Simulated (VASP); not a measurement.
A run of VASP 6.6.1 is set up as follows.

The input INCAR:

```
ALGO = Normal
EDIFF = 1E-6
ENCUT = 500
GGA = PE
GGA_COMPAT = False
ISIF = 2
ISMEAR = 0
LASPH = True
LCHARG = False
LREAL = False
LWAVE = False
NBANDS = 16
NELM = 120
PREC = Accurate
SIGMA = 0.1
```

Contents of KPOINTS:

```
k-points
0
Gamma
  6 6 6
```

The input POSCAR:

```
CdSe
1.0
    0.0000000000      2.7565655069      2.7565655069
    2.7565655069      0.0000000000      2.7565655069
    2.7565655069      2.7565655069      0.0000000000
Cd Se
1 1
Direct
    0.0000000000      0.0000000000      0.0000000000
    0.5000000000      0.5000000000      0.5000000000
```

Potentials or basis: VASP PAW PBE potentials, release 64 (Cd, Se).

Command:

```console
$ cat potpaw_PBE.64/Cd/POTCAR potpaw_PBE.64/Se/POTCAR > POTCAR
$ mpirun -np 1 vasp_std > vasp.out
```

Question: Predict the pressure.

Answer: 10.2 GPa.

Question: Estimate the band gap on the k mesh.

Answer: Zero (band 9 reaches 3.43 eV, above the bottom of band 10 at 2.97 eV).
